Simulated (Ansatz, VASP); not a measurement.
**One calculation of HfO2, two programs**

```
Hf O
1.0
     4.81353    0.00000    0.00000
     0.00000    4.81353    0.00000
     0.00000    0.00000    3.20542
Hf O
2 4
Cartesian
  0.0000 0.0000 0.0000
  2.4068 2.4068 1.6027
  0.9384 3.8751 1.6027
  1.4683 1.4683 0.0000
  3.3452 3.3452 0.0000
  3.8751 0.9384 1.6027
```

Alike in both runs: task relaxation of cell and atoms; functional PBEsol; k mesh 6 × 6 × 8; occupations gaussian, width 0.02 eV; no spin polarisation.

|  | VASP | Ansatz |
| --- | --- | --- |
| version | VASP 6.6.1 | Ansatz 0.2.0 |
| potentials or method | VASP PAW PBE potentials, release 64 (Hf_pv, O), cutoff 600 eV | scalar-relativistic, plane waves, PAW |
| valence electrons in the cell | 44 | 76 |

```csv
,VASP,Ansatz,Ansatz less VASP
"gap on the k mesh at the Fermi level, each at its own relaxed structure (eV)",3.89,3.89,+0.003
relaxed volume (Å³/atom),12.33,12.48,+0.154
relaxed cell length with the largest relative difference (Å),4.809,4.830,+0.0212
```

VASP's potentials were made for PBE, not for PBEsol. VASP's potentials hold 44 valence electrons a cell and Ansatz's 76, so a difference there can come from the potentials and not from the codes.

Neither program's run includes spin-orbit coupling.
